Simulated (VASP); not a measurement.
Wanted: the native input for a VASP 6.6.1 run.

```
Task                   : single point
Functional             : PBE
Potentials or basis    : VASP PAW PBE potentials, release 64 (Tl_d)
Cutoff                 : 520 eV
k mesh                 : 15 × 15 × 8
Occupations            : gaussian, width 0.1 eV
Spin                   : no spin polarisation
Dipole correction      : no
Further INCAR settings : ALGO = Normal; EDIFF = 1e-07; NBANDS = 20
```

The structure of Tl lies in POSCAR:

```
Tl
1.0
    3.6124492709      0.0000000000      0.0000000000
   -1.8062246355      3.1284728385      0.0000000000
    0.0000000000      0.0000000000      5.5654215617
Tl
2
Direct
    0.3333333333      0.6666666667      0.2500000000
    0.6666666667      0.3333333333      0.7500000000
```

These files were run (other wordings do the same):

INCAR

```
SYSTEM = Tl
PREC = Accurate
ENCUT = 520
EDIFF = 1E-7
ISMEAR = 0
SIGMA = 0.1
LREAL = .False.
LASPH = .True.
NELM = 100
ALGO = Normal
ISIF = 2
LWAVE = .False.
LCHARG = .False.
GGA = PE
NBANDS = 20
```

KPOINTS

```
Automatic mesh
0
Gamma
  15 15 8
  0 0 0
```

Potentials or basis: VASP PAW PBE potentials, release 64 (Tl_d).

Run with:

```console
$ cat potpaw_PBE.64/Tl_d/POTCAR > POTCAR
$ mpirun -np 1 vasp_std > vasp.out
```

It gave:

| Item | Value |
| --- | --- |
| Pressure | -0.1 GPa |
| Band gap on the k mesh | zero (band 13 reaches 9.16 eV, above the bottom of band 14 at 3.72 eV) |

Caveat: spin-orbit coupling is left out, which moves the levels of the heavy elements.

It took 49 s on 1 thread of Intel(R) Xeon(R) 6975P-C (Granite Rapids), with other jobs on the host, peak memory 0.26 GiB.
